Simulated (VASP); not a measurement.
# HfN (CsCl type) (Pm-3m) in VASP: further runs

HfN (CsCl type) is run at these levels: PBE; tasks: single point, relaxation of cell and atoms.

All numbers are computed with VASP 6.6.1; they aren't measurements. Logs are shortened: lines on timing, memory, paths and dates and some standing lists are left out, and cuts for length are marked.

### Step 1. The cell of the first run

The structure is cubic, space group Pm-3m (No. 221). The conventional cell has a = 2.767 Å, b = 2.767 Å, c = 2.767 Å, α = 90.00°, β = 90.00°, γ = 90.00°. Hf (site symmetry m-3m) has 8 N at 2.40 Å and 6 Hf at 2.77 Å within 3.2 Å. Within 3.2 Å of N (site symmetry m-3m) lie 8 Hf at 2.40 Å and 6 N at 2.77 Å.

### Step 2. Single point, PBE (volume scaled by 0.94)

INCAR

```
SYSTEM = HfN
PREC     = Accurate       ! precision mode
ENCUT    = 520            ! plane-wave cutoff, eV
EDIFF    = 1E-6           ! SCF threshold, eV
ISMEAR   = -1             ! smearing method
SIGMA    = 0.05           ! smearing width, eV
LREAL    = .False.        ! projectors in reciprocal space
LASPH    = .True.         ! aspherical terms in the spheres
NELM     = 100            ! most SCF steps
ALGO     = Normal         ! electronic algorithm
ISIF     = 2              ! what is computed and relaxed
LWAVE    = .False.        ! write WAVECAR
LCHARG   = .False.        ! write CHGCAR
GGA      = PE             ! functional
NBANDS   = 14             ! bands
```

KPOINTS

```
Automatic mesh
0
Gamma
  14 14 14
  0 0 0
```

POSCAR

```
HfN
1.0
    2.7674472854      0.0000000000      0.0000000000
    0.0000000000      2.7674472854      0.0000000000
    0.0000000000      0.0000000000      2.7674472854
Hf N
1 1
Direct
    0.0000000000      0.0000000000      0.0000000000
    0.5000000000      0.5000000000      0.5000000000
```

Potentials or basis: VASP PAW PBE potentials, release 64 (Hf_pv, N).

Launch:

```sh
$ cat potpaw_PBE.64/Hf_pv/POTCAR potpaw_PBE.64/N/POTCAR > POTCAR
$ mpirun -np 1 vasp_std > vasp.out
```

OUTCAR:

```text
SYSTEM = HfN
   PREC = Accurate
   ENCUT = 520
   EDIFF = 1E-6
   ISMEAR = -1
   LREAL = .False.
   LASPH = .True.
   NELM = 100
   ISIF = 2
   GGA = PE

 ion  position               nearest neighbor table
   1  0.000  0.000  0.000-   2 2.40   2 2.40   2 2.40   2 2.40   2 2.40   2 2.40   2 2.40   2 2.40

   2  0.500  0.500  0.500-   1 2.40   1 2.40   1 2.40   1 2.40   1 2.40   1 2.40   1 2.40   1 2.40

  LATTYP: Found a simple cubic cell.
 ALAT       =     2.7674472854

  Lattice vectors:

 A1 = (   2.7674472854,   0.0000000000,   0.0000000000)
 A2 = (   0.0000000000,   2.7674472854,   0.0000000000)
 A3 = (   0.0000000000,   0.0000000000,   2.7674472854)

Analysis of symmetry for initial positions (statically):
=====================================================================
 Subroutine PRICEL returns:
 Original cell was already a primitive cell.

 Routine SETGRP: Setting up the symmetry group for a
 simple cubic supercell.

 Subroutine GETGRP returns: Found 48 space group operations
 (whereof 48 operations were pure point group operations)
 out of a pool of 48 trial point group operations.

The static configuration has the point symmetry O_h .

Analysis of symmetry for dynamics (positions and initial velocities):
=====================================================================
 Subroutine PRICEL returns:
 Original cell was already a primitive cell.

 Routine SETGRP: Setting up the symmetry group for a
 simple cubic supercell.

 Subroutine GETGRP returns: Found 48 space group operations
 (whereof 48 operations were pure point group operations)
 out of a pool of 48 trial point group operations.

The dynamic configuration has the point symmetry O_h .

 Subroutine INISYM returns: Found 48 space group operations
 (whereof 48 operations are pure point group operations),
 and found     1 'primitive' translations

----------------------------------------------------------------------------------------

                                     Primitive cell

  volume of cell :      21.1952

  direct lattice vectors                    reciprocal lattice vectors
     2.767447285  0.000000000  0.000000000     0.361343829  0.000000000  0.000000000
     0.000000000  2.767447285  0.000000000     0.000000000  0.361343829  0.000000000
     0.000000000  0.000000000  2.767447285     0.000000000  0.000000000  0.361343829

  length of vectors
     2.767447285  2.767447285  2.767447285     0.361343829  0.361343829  0.361343829

  position of ions in fractional coordinates (direct lattice)
     0.000000000  0.000000000  0.000000000
     0.500000000  0.500000000  0.500000000

  ion indices of the primitive-cell ions
   primitive index   ion index
                 1           1
                 2           2

----------------------------------------------------------------------------------------

 KPOINTS: Automatic mesh

Automatic generation of k-mesh.
 Grid dimensions read from file:
 generate k-points for:   14   14   14

 Generating k-lattice:

  Cartesian coordinates                     Fractional coordinates (reciprocal lattice)
     0.025810274  0.000000000  0.000000000     0.071428571  0.000000000  0.000000000
     0.000000000  0.025810274  0.000000000     0.000000000  0.071428571  0.000000000
     0.000000000  0.000000000  0.025810274     0.000000000  0.000000000  0.071428571

  Length of vectors
     0.025810274  0.025810274  0.025810274

  Shift w.r.t. Gamma in fractional coordinates (k-lattice)
     0.000000000  0.000000000  0.000000000

 Subroutine IBZKPT returns following result:
 ===========================================

 Found    120 irreducible k-points:

 Following reciprocal coordinates:
            Coordinates               Weight
  0.000000  0.000000  0.000000      1.000000
  0.071429  0.000000  0.000000      6.000000
  0.142857  0.000000  0.000000      6.000000
  0.214286  0.000000  0.000000      6.000000
  0.285714  0.000000  0.000000      6.000000
  0.357143  0.000000  0.000000      6.000000
[... 16 lines left out ...]
  0.285714  0.214286  0.000000     24.000000
  0.357143  0.214286  0.000000     24.000000
 [... further k-points ...]
   k-points           NKPTS =    120   k-points in BZ     NKDIM =    120   number of bands    NBANDS=     14
   number of dos      NEDOS =    301   number of ions     NIONS =      2
   total plane-waves  NPLWV =  13824
   dimension x,y,z NGX =    24 NGY =   24 NGZ =   24
   dimension x,y,z NGXF=    48 NGYF=   48 NGZF=   48
   ions per type =               1   1
   NGX,Y,Z   is equivalent  to a cutoff of  14.42, 14.42, 14.42 a.u.
   NGXF,Y,Z  is equivalent  to a cutoff of  28.83, 28.83, 28.83 a.u.
 SYSTEM =  HfN
   PREC   = accura    normal or accurate (medium, high low for compatibility)
   ISTART =      0    job   : 0-new  1-cont  2-samecut
   ICHARG =      2    charge: 1-file 2-atom 10-const
   ISPIN  =      1    spin polarized calculation?
   LNONCOLLINEAR =      F non collinear calculations
   LSORBIT =      F    spin-orbit coupling
   LASPH  =      T    aspherical Exc in radial PAW
   ENCUT  =  520.0 eV  38.22 Ry    6.18 a.u.   5.15  5.15  5.15*2*pi/ulx,y,z
   NELM   =    100;   NELMIN=  2; NELMDL= -5     # of ELM steps
   EDIFF  = 0.1E-05   stopping-criterion for ELM
   LREAL  =      F    real-space projection
   EDIFFG = 0.1E-04   stopping-criterion for IOM
   NSW    =      0    number of steps for IOM
   IBRION =     -1    ionic relax: 0-MD 1-quasi-New 2-CG
   NFREE  =      0    steps in history (QN), initial steepest desc. (CG)
   ISIF   =      2    stress and relaxation
   ISYM   =      2    0-nonsym 1-usesym 2-fastsym
   POTIM  = 0.5000    time-step for ionic-motion
   TEBEG  =    0.0;   TEEND  =   0.0 temperature during run
   PSTRESS=    0.0 pullay stress
   NELECT =      15.0000    total number of electrons
   NUPDOWN=      -1.0000    fix difference up-down
   EMIN   =  10.00;   EMAX   =-10.00  energy-range for DOS
   EFERMI =   0.00;   METHOD = LEGACY
   ISMEAR =    -1;   SIGMA  =   0.05  broadening in eV -4-tet -1-fermi 0-gaus
   EFERMI_NEDOS =   21; number of points for ismear=-14 and -15
   IALGO  =     38    algorithm
   IMIX   =      4    mixing-type and parameters
     AMIX     =   0.40;   BMIX     =  1.00
     AMIX_MAG =   1.60;   BMIX_MAG =  1.00
  volume/ion in A,a.u.               =      10.60        71.52
  Fermi-wavevector in a.u.,A,eV,Ry     =   1.458901  2.756924 28.958542  2.128393
  Thomas-Fermi vector in A             =   2.575531
   LORBIT       =      0    0 simple, 1 ext, 2 COOP (PROOUT), +10 PAW based schemes
   GGA     = PE    functional components
   LHFCALC =     F    Hartree Fock is set to
   AEXX    =    0.0000 exact exchange contribution
   IVDW    =     0    specifies the selected vdW correction
   LEPSILON=     F    determine dielectric tensor
   LRPA    =     F    only Hartree local field effects (RPA)
 non-spin polarized calculation
  energy-cutoff  :      520.00
  volume of cell :       21.20
 maximum number of plane-waves:       587
 NGX is ok and might be reduce to    24
   NGX = 11   NGY = 11   NGZ = 11

 number of electron      15.0000004 magnetization

 Free energy of the ion-electron system (eV)
  ---------------------------------------------------
  ext. energy  EPLUGINS =         0.00000000
  ---------------------------------------------------
  free energy    TOTEN  =       -19.72671367 eV

  energy without entropy =      -19.71754600  energy(sigma->0) =      -19.72212984

 E-fermi :   7.9476     XC(G=0): -13.2633

 val. band max:        7.9421741681   @ k =   0.5000   0.2857   0.0714
 cond. band min:       7.9545215608   @ k =   0.2857   0.2857   0.0000
 fundamental gap:      0.0123473927
 Fermi energy:         7.9475863767

 k-point     1 :       0.0000    0.0000    0.0000
  band No.  band energies     occupation
      1     -21.9630      2.00000
      2     -21.9630      2.00000
      3     -21.9630      2.00000
      4      -8.5409      2.00000
      5       5.3699      2.00000
      6       5.3699      2.00000
      7       6.8916      2.00000
      8       6.8916      2.00000
      9       6.8916      2.00000
     10      12.1648      0.00000
     11      14.7916      0.00000
     12      14.7916      0.00000
     13      14.7917      0.00000
     14      21.2692      0.00000

 k-point     2 :       0.0714    0.0000    0.0000
  band No.  band energies     occupation
      1     -22.0535      2.00000
      2     -21.9552      2.00000
      3     -21.9552      2.00000
      4      -8.4283      2.00000
      5       5.1207      2.00000
      6       5.4243      2.00000
      7       6.8002      2.00000
      8       6.8002      2.00000
      9       7.0262      2.00000
     10      12.5113      0.00000
     11      14.8116      0.00000
     12      14.8116      0.00000
     13      14.8227      0.00000
     14      21.2691      0.00000

 k-point     3 :       0.1429    0.0000    0.0000
  band No.  band energies     occupation
      1     -22.3000      2.00000
      2     -21.9332      2.00000
      3     -21.9332      2.00000
      4      -8.1094      2.00000
      5       4.3124      2.00000
      6       5.5817      2.00000
      7       6.5478      2.00000
      8       6.5478      2.00000
      9       7.6921      1.98799
     10      13.3338      0.00000
     11      14.8802      0.00000
     12      14.8802      0.00000
     13      14.9110      0.00000
     14      21.2690      0.00000
[... 324 lines left out ...]
 k-point    23 :       0.2857    0.2143    0.0000
  band No.  band energies     occupation
      1     -22.8984      2.00000
      2     -22.4886      2.00000
      3     -21.8088      2.00000
      4      -6.7091      2.00000
      5       2.3180      2.00000
      6       4.4607      2.00000
      7       6.0403      2.00000
      8       7.6704      1.99221
      9      11.3728      0.00000
     10      12.7118      0.00000
     11      12.8809      0.00000
     12      15.4907      0.00000
     13      17.2473      0.00000
     14      21.2715      0.00000

 k-point    24 :       0.3571    0.2143    0.0000
  band No.  band energies     occupation
      1     -23.1889      2.00000
      2     -22.4453      2.00000
      3     -21.7782      2.00000
      4      -6.4038      2.00000
      5       1.7388      2.00000
      6       4.4795      2.00000
      7       5.9325      2.00000
      8       7.6797      1.99063
      9      12.6468      0.00000
     10      12.8929      0.00000
     11      12.9180      0.00000
     12      14.9799      0.00000
     13      17.7337      0.00000
     14      21.2712      0.00000

 [... further k-points ...]
[... 5 lines left out ...]
  --------------------------------------------------------------------------------------
  -------------------------------------------------------------------------------------
  Total        1.7746688      1.7746688      1.7746688      0.0000000     -0.0000000      0.0000000
  in kB      134.1497382    134.1497382    134.1497382      0.0000000     -0.0000000      0.0000000
  external PRESSURE =     134.1497382 kB  Pullay stress =       0.0000000 kB

 VOLUME and BASIS-vectors are now :
 -----------------------------------------------------------------------------
  energy-cutoff  :      520.00
  volume of cell :       21.20
      direct lattice vectors                 reciprocal lattice vectors
     2.767447285  0.000000000  0.000000000     0.361343829  0.000000000  0.000000000
     0.000000000  2.767447285  0.000000000     0.000000000  0.361343829  0.000000000
     0.000000000  0.000000000  2.767447285     0.000000000  0.000000000  0.361343829

 POSITION                                       TOTAL-FORCE (eV/Angst)
 -----------------------------------------------------------------------------------
      0.00000      0.00000      0.00000         0.000000      0.000000      0.000000
      1.38372      1.38372      1.38372         0.000000      0.000000      0.000000
 -----------------------------------------------------------------------------------
    total drift:                                0.000000      0.000000     -0.000000

  FREE ENERGIE OF THE ION-ELECTRON SYSTEM (eV)
  ---------------------------------------------------
  free  energy   TOTEN  =       -19.7267136729 eV

  energy  without entropy=      -19.7175460039  energy(sigma->0) =      -19.72212984
```

It took 11 s on 1 thread of Intel Xeon 6975P-C (Granite Rapids), shared host; peak memory 0.16 GiB.

Results:

```
Free energy : -19.7267 eV
Pressure    : 13.4 GPa
```

Caveat: spin-orbit coupling is left out, which moves the levels of the heavy elements.

(Continued in part 2 of 2.)
